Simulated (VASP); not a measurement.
Write the native input for VASP 6.6.1 that does the following.

```
Task                   : electric field gradients
Functional             : r2SCAN
Potentials or basis    : VASP PAW PBE potentials, release 64 (Si, N)
Cutoff                 : 520 eV
k mesh                 : 4 × 4 × 10
Occupations            : fermi-dirac, width 0.02 eV
Spin                   : no spin polarisation
Dipole correction      : no
Further INCAR settings : ALGO = Normal; EDIFF = 1e-08; NBANDS = 45
```

The system is Si3N4.

```
CELL_PARAMETERS angstrom
7.60454 0.00000 0.00000
-3.80227 6.58573 0.00000
0.00000 0.00000 2.90520
ATOMIC_POSITIONS crystal
Si 0.23108 0.82495 0.75000
Si 0.40614 0.23108 0.25000
Si 0.82495 0.59386 0.25000
Si 0.17505 0.40614 0.75000
Si 0.59386 0.76892 0.75000
Si 0.76892 0.17505 0.25000
N 0.33333 0.66667 0.75000
N 0.66667 0.33333 0.25000
N 0.96919 0.66985 0.75000
N 0.29934 0.96919 0.25000
N 0.66985 0.70066 0.25000
N 0.33015 0.29934 0.75000
N 0.03081 0.33015 0.25000
N 0.70066 0.03081 0.75000
```

One way to write it, as run:

POSCAR

```
Si3N4
1.0
    7.6045444358      0.0000000000      0.0000000000
   -3.8022722179      6.5857286656      0.0000000000
    0.0000000000      0.0000000000      2.9051990800
Si N
6 8
Direct
    0.2310824300      0.8249461500      0.7500000000
    0.4061362800      0.2310824300      0.2500000000
    0.8249461500      0.5938637200      0.2500000000
    0.1750538500      0.4061362800      0.7500000000
    0.5938637200      0.7689175700      0.7500000000
    0.7689175700      0.1750538500      0.2500000000
    0.3333333333      0.6666666667      0.7500000000
    0.6666666667      0.3333333333      0.2500000000
    0.9691944900      0.6698534000      0.7500000000
    0.2993410900      0.9691944900      0.2500000000
    0.6698534000      0.7006589100      0.2500000000
    0.3301466000      0.2993410900      0.7500000000
    0.0308055100      0.3301466000      0.2500000000
    0.7006589100      0.0308055100      0.7500000000
```

INCAR.step1

```
PREC = Accurate ; ENCUT = 520
ISMEAR = -1 ; SIGMA = 0.02
LREAL = False ; LASPH = True
NELM = 100 ; NBANDS = 45
GGA = PE ; ALGO = Normal
EDIFF = 1E-4 ; LWAVE = True
LCHARG = False
```

INCAR.step2

```
PREC = Accurate ; ENCUT = 520
EDIFF = 1E-8 ; ISMEAR = -1
SIGMA = 0.02 ; LREAL = False
LASPH = True ; NELM = 100
ALGO = Normal ; ISIF = 2
LWAVE = False ; LCHARG = False
METAGGA = R2SCAN ; LMIXTAU = True
LEFG = True ; NBANDS = 45
ISTART = 1
```

KPOINTS

```
Automatic mesh
0
Gamma
  4 4 10
```

Potentials or basis: VASP PAW PBE potentials, release 64 (Si, N).

Command:

```console
$ cat potpaw_PBE.64/Si/POTCAR potpaw_PBE.64/N/POTCAR > POTCAR
$ cp INCAR.step1 INCAR
$ mpirun -np 1 vasp_std > vasp.out
$ cp INCAR.step2 INCAR
$ mpirun -np 1 vasp_std > vasp.out
```

Results of the run:

* Pressure: -0.1 GPa
* Largest force: 0.025 eV/Å
* Band gap on the k mesh: 5.00 eV, indirect (least direct gap 5.20 eV)

Caveat: without QUAD_EFG the Cq values of the log hold for a quadrupole moment of 1 mb, not for the nuclei; the PAW data sets were made with another functional, which shifts forces and pressure a little.

Wall time 10 min on 1 thread of Intel Xeon 6975P-C, with other jobs on the host, peak memory 0.37 GiB.
